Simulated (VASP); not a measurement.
# SrPd5 (P6/mmm) in VASP: a series of runs

SrPd5 is run at these levels: LDA; tasks: single point.

Program: VASP 6.6.1. These are calculated values, not measurements. Logs are shortened: lines on timing, memory, paths and dates and some standing lists are left out, and cuts for length are marked.

## (1) The cell of the first run

Symmetry: P6/mmm, No. 191, hexagonal system. Conventional cell: a = 5.383 Å, b = 5.383 Å, c = 4.392 Å, α = 90.00°, β = 90.00°, γ = 120.00°. Within 4.1 Å of Sr (site symmetry 6/mmm) lie 18 Pd at 3.11 to 3.47 Å. Pd (site symmetry -6m2) has 9 Pd at 2.69 to 3.11 Å and 3 Sr at 3.11 Å within 3.5 Å. Pd (site symmetry mmm) has 8 Pd at 2.69 Å and 4 Sr at 3.47 Å within 3.5 Å.

## (2) Single point, LDA

Contents of INCAR:

```
SYSTEM = SrPd5
ALGO = Normal
EDIFF = 1E-6
ENCUT = 520
ISIF = 2
ISMEAR = -1
LASPH = .TRUE.
LCHARG = .FALSE.
LREAL = .FALSE.
LWAVE = .FALSE.
NBANDS = 39
NELM = 80
PREC = Accurate
SIGMA = 0.1
```

Contents of KPOINTS:

```
k-points
0
G
  5 5 5
  0 0 0
```

Contents of POSCAR:

```
SrPd5
1.0
    5.3830000000      0.0000000000      0.0000000000
   -2.6915000000      4.6618100000      0.0000000000
    0.0000000000      0.0000000000      4.3920000000
Sr Pd
1 5
Direct
    0.0000000000      0.0000000000      0.0000000000
    0.3333333333      0.6666666667      0.0000000000
    0.6666666667      0.3333333333      0.0000000000
    0.5000000000      0.0000000000      0.5000000000
    0.5000000000      0.5000000000      0.5000000000
    0.0000000000      0.5000000000      0.5000000000
```

Potentials or basis: VASP PAW LDA potentials, release 64 (Sr_sv, Pd).

Launch:

```bash
> cat potpaw_LDA.64/Sr_sv/POTCAR potpaw_LDA.64/Pd/POTCAR > POTCAR
> mpirun -np 1 vasp_std > vasp.out
```

OUTCAR:

```text
SYSTEM = SrPd5
   EDIFF = 1E-6
   ENCUT = 520
   ISIF = 2
   ISMEAR = -1
   LASPH = .TRUE.
   LREAL = .FALSE.
   NELM = 80
   PREC = Accurate

 ion  position               nearest neighbor table
   1  0.000  0.000  0.000-   2 3.11   3 3.11   3 3.11   2 3.11   3 3.11   2 3.11   5 3.47   6 3.47
                             5 3.47   6 3.47   6 3.47   6 3.47   5 3.47   5 3.47   4 3.47   4 3.47
   2  0.333  0.667  0.000-   4 2.69   4 2.69   6 2.69   6 2.69   5 2.69   5 2.69   3 3.11   1 3.11
                             3 3.11   1 3.11   1 3.11   3 3.11
   3  0.667  0.333  0.000-   4 2.69   4 2.69   6 2.69   6 2.69   5 2.69   5 2.69   2 3.11   1 3.11
                             2 3.11   1 3.11   1 3.11   2 3.11
   4  0.500  0.000  0.500-   2 2.69   3 2.69   2 2.69   3 2.69   5 2.69   6 2.69   5 2.69   6 2.69
                             1 3.47   1 3.47   1 3.47   1 3.47
   5  0.500  0.500  0.500-   2 2.69   3 2.69   2 2.69   3 2.69   4 2.69   4 2.69   6 2.69   6 2.69
                             1 3.47   1 3.47   1 3.47   1 3.47
   6  0.000  0.500  0.500-   2 2.69   3 2.69   2 2.69   3 2.69   4 2.69   4 2.69   5 2.69   5 2.69
                             1 3.47   1 3.47   1 3.47   1 3.47

  LATTYP: Found a hexagonal cell.
 ALAT       =     5.3830000000
 C/A-ratio  =     0.8159019134

  Lattice vectors:

 A1 = (   5.3830000000,   0.0000000000,   0.0000000000)
 A2 = (  -2.6915000000,   4.6618100000,   0.0000000000)
 A3 = (   0.0000000000,   0.0000000000,   4.3920000000)

Analysis of symmetry for initial positions (statically):
=====================================================================
 Subroutine PRICEL returns:
 Original cell was already a primitive cell.

 Routine SETGRP: Setting up the symmetry group for a
 hexagonal supercell.

 Subroutine GETGRP returns: Found 24 space group operations
 (whereof 24 operations were pure point group operations)
 out of a pool of 24 trial point group operations.

The static configuration has the point symmetry D_6h.

Analysis of symmetry for dynamics (positions and initial velocities):
=====================================================================
 Subroutine PRICEL returns:
 Original cell was already a primitive cell.

 Routine SETGRP: Setting up the symmetry group for a
 hexagonal supercell.

 Subroutine GETGRP returns: Found 24 space group operations
 (whereof 24 operations were pure point group operations)
 out of a pool of 24 trial point group operations.

The dynamic configuration has the point symmetry D_6h.

 Subroutine INISYM returns: Found 24 space group operations
 (whereof 24 operations are pure point group operations),
[... 97 lines left out ...]
   NSW    =      0    number of steps for IOM
   IBRION =     -1    ionic relax: 0-MD 1-quasi-New 2-CG
   NFREE  =      0    steps in history (QN), initial steepest desc. (CG)
   ISIF   =      2    stress and relaxation
   ISYM   =      2    0-nonsym 1-usesym 2-fastsym
   POTIM  = 0.5000    time-step for ionic-motion
   TEBEG  =    0.0;   TEEND  =   0.0 temperature during run
   PSTRESS=    0.0 pullay stress
   NELECT =      60.0000    total number of electrons
   NUPDOWN=      -1.0000    fix difference up-down
   EMIN   =  10.00;   EMAX   =-10.00  energy-range for DOS
   EFERMI =   0.00;   METHOD = LEGACY
   ISMEAR =    -1;   SIGMA  =   0.10  broadening in eV -4-tet -1-fermi 0-gaus
   EFERMI_NEDOS =   21; number of points for ismear=-14 and -15
   IALGO  =     38    algorithm
   IMIX   =      4    mixing-type and parameters
     AMIX     =   0.40;   BMIX     =  1.00
     AMIX_MAG =   1.60;   BMIX_MAG =  1.00
  volume/ion in A,a.u.               =      18.37       123.96
  Fermi-wavevector in a.u.,A,eV,Ry     =   1.336733  2.526060 24.311657  1.786856
  Thomas-Fermi vector in A             =   2.465337
   LORBIT       =      0    0 simple, 1 ext, 2 COOP (PROOUT), +10 PAW based schemes
   GGA     = CA    functional components
   LHFCALC =     F    Hartree Fock is set to
   AEXX    =    0.0000 exact exchange contribution
   IVDW    =     0    specifies the selected vdW correction
   LEPSILON=     F    determine dielectric tensor
   LRPA    =     F    only Hartree local field effects (RPA)
 non-spin polarized calculation
  energy-cutoff  :      520.00
  volume of cell :      110.22
 maximum number of plane-waves:      2981
   NGX = 21   NGY = 21   NGZ = 17

 number of electron      60.0000013 magnetization

 Free energy of the ion-electron system (eV)
  ---------------------------------------------------
  ext. energy  EPLUGINS =         0.00000000
  ---------------------------------------------------
  free energy    TOTEN  =       -36.48541775 eV

  energy without entropy =      -36.30844568  energy(sigma->0) =      -36.39693171

 E-fermi :   6.8615     XC(G=0): -12.0266

 val. band max:        6.8190439145   @ k =   0.2000   0.2000   0.0000
 cond. band min:       6.8644044947   @ k =   0.4000  -0.0000   0.4000
 fundamental gap:      0.0453605802
 Fermi energy:         6.8614671366

 k-point     1 :       0.0000    0.0000    0.0000
  band No.  band energies     occupation
      1     -27.2162      2.00000
      2      -9.4260      2.00000
      3      -9.4260      2.00000
      4      -9.3637      2.00000
      5       0.3138      2.00000
      6       1.7731      2.00000
[... 619 lines left out ...]
     38      12.7103      0.00000
     39      13.5159      0.00000

------------------------ aborting loop because EDIFF is reached ----------------------------------------

  FORCE on cell =-STRESS in cart. coord.  units (eV):
  Direction    XX          YY          ZZ          XY          YZ          ZX
  --------------------------------------------------------------------------------------
  -------------------------------------------------------------------------------------
  Total       -3.7106943     -3.7106867     -4.3466091      0.0000000      0.0000000      0.0000000
  in kB      -53.9416814    -53.9415715    -63.1858575      0.0000000      0.0000000      0.0000000
  external PRESSURE =     -57.0230368 kB  Pullay stress =       0.0000000 kB

 VOLUME and BASIS-vectors are now :
 -----------------------------------------------------------------------------
  energy-cutoff  :      520.00
  volume of cell :      110.22
      direct lattice vectors                 reciprocal lattice vectors
     5.383000000  0.000000000  0.000000000     0.185770017  0.107254478  0.000000000
    -2.691500000  4.661810000  0.000000000     0.000000000  0.214508957  0.000000000
     0.000000000  0.000000000  4.392000000     0.000000000  0.000000000  0.227686703

 POSITION                                       TOTAL-FORCE (eV/Angst)
 -----------------------------------------------------------------------------------
      0.00000      0.00000      0.00000        -0.000000      0.000000      0.000000
     -0.00000      3.10787      0.00000        -0.000000      0.000000      0.000000
      2.69150      1.55394      0.00000         0.000000     -0.000000      0.000000
      2.69150      0.00000      2.19600        -0.000000      0.000000      0.000000
      1.34575      2.33091      2.19600        -0.000000      0.000000      0.000000
     -1.34575      2.33091      2.19600        -0.000000      0.000000      0.000000
 -----------------------------------------------------------------------------------
    total drift:                               -0.000000     -0.000000     -0.000000

  FREE ENERGIE OF THE ION-ELECTRON SYSTEM (eV)
  ---------------------------------------------------
  free  energy   TOTEN  =       -36.4854177454 eV

  energy  without entropy=      -36.3084456766  energy(sigma->0) =      -36.39693171
```

OSZICAR:

```text
N       E                     dE             d eps       ncg     rms          rms(c)
DAV:   1     0.398741696160E+03    0.39874E+03   -0.30359E+04  1170   0.150E+03
DAV:   2    -0.224767507662E+02   -0.42122E+03   -0.39848E+03  1275   0.340E+02
DAV:   3    -0.377899281587E+02   -0.15313E+02   -0.14984E+02  1464   0.643E+01
DAV:   4    -0.382160609144E+02   -0.42613E+00   -0.42514E+00  1735   0.841E+00
DAV:   5    -0.382199456941E+02   -0.38848E-02   -0.38846E-02  1409   0.808E-01    0.299E+01
DAV:   6    -0.368884409242E+02    0.13315E+01   -0.97487E+00  1313   0.196E+01    0.112E+01
DAV:   7    -0.368531318731E+02    0.35309E-01   -0.41235E+00  1291   0.184E+01    0.874E+00
DAV:   8    -0.365241202163E+02    0.32901E+00   -0.14878E+00  1255   0.132E+01    0.468E+00
DAV:   9    -0.364854950835E+02    0.38625E-01   -0.12853E-01  1399   0.315E+00    0.747E-01
DAV:  10    -0.364854030354E+02    0.92048E-04   -0.90896E-03  1427   0.533E-01    0.194E-01
DAV:  11    -0.364854686333E+02   -0.65598E-04   -0.10252E-03  1397   0.223E-01    0.731E-02
DAV:  12    -0.364854183164E+02    0.50317E-04   -0.25020E-04  1312   0.130E-01    0.240E-02
DAV:  13    -0.364854182023E+02    0.11406E-06   -0.17531E-05  1321   0.387E-02    0.114E-02
DAV:  14    -0.364854177454E+02    0.45689E-06   -0.13813E-06   811   0.107E-02
   1 F= -.36485418E+02 E0= -.36396932E+02  d E =-.176972E+00
```

stdout:

```text
POSCAR found type information on POSCAR SrPd
 POSCAR found :  2 types and       6 ions
 scaLAPACK will be used
 LDA part: xc-table for (Slater(with rela. corr.)+CA(PZ))
 , standard interpolation
 POSCAR, INCAR and KPOINTS ok, starting setup
 FFT: planning ... GRIDC
 FFT: planning ... GRID_SOFT
 FFT: planning ... GRID
 WAVECAR not read
 entering main loop
```

It took 44 s on 1 thread of Intel Xeon 6975P-C (Granite Rapids), shared host; peak memory 0.21 GiB.

What came out:

```yaml
Free_energy: -36.4854 eV
Pressure: -5.7 GPa
Band_gap_on_the_k_mesh: zero (band 30 reaches 7.24 eV, above the bottom of band 31 at 6.74 eV)
```

## (3) Single point, LDA

Contents of INCAR:

```
SYSTEM = SrPd5
  PREC = Accurate
  ENCUT = 520
  EDIFF = 1E-6
  ISMEAR = -1
  SIGMA = 0.1
  LREAL = .False.
  LASPH = .True.
  NELM = 80
  ALGO = Normal
  ISIF = 2
  LWAVE = .False.
  LCHARG = .True.
  LELF = .True.
  LVHAR = .True.
  NBANDS = 39
```

Contents of KPOINTS:

```
Automatic mesh
0
Gamma
  6 6 6
  0 0 0
```

POSCAR is that of step 2.

Potentials or basis: VASP PAW LDA potentials, release 64 (Sr_sv, Pd).

Launch:

```bash
> cat potpaw_LDA.64/Sr_sv/POTCAR potpaw_LDA.64/Pd/POTCAR > POTCAR
> mpirun -np 1 vasp_std > vasp.out
```

It took 94 s on 1 thread of Intel Xeon 6975P-C (Granite Rapids), shared host; peak memory 0.25 GiB.

The run converged. Its results:

```yaml
Free_energy: -36.5045 eV
Pressure: -5.8 GPa
Band_gap_on_the_k_mesh: zero (band 30 reaches 7.20 eV, above the bottom of band 31 at 6.36 eV)
```

Stress tensor (GPa, compression positive):
```
-5.58  0.00  0.00
 0.00 -5.58  0.00
 0.00  0.00 -6.32
```

Levels at points of the mesh, in eV from the Fermi level:
| k point | band 28 | band 29 | band 30 | band 31 | band 32 | band 33 |
| --- | --- | --- | --- | --- | --- | --- |
| (0.00, 0.00, 0.00) | 0.27 | 0.27 | 0.36 | 2.15 | 2.37 | 2.91 |
| (0.50, 0.00, 0.00) | -1.09 | -1.04 | -0.78 | 0.27 | 1.51 | 2.63 |
| (0.00, 0.00, 0.50) | -0.39 | 0.29 | 0.29 | 0.36 | 1.75 | 1.75 |
| (0.50, 0.00, 0.50) | -0.67 | -0.54 | 0.28 | 0.33 | 0.41 | 1.08 |
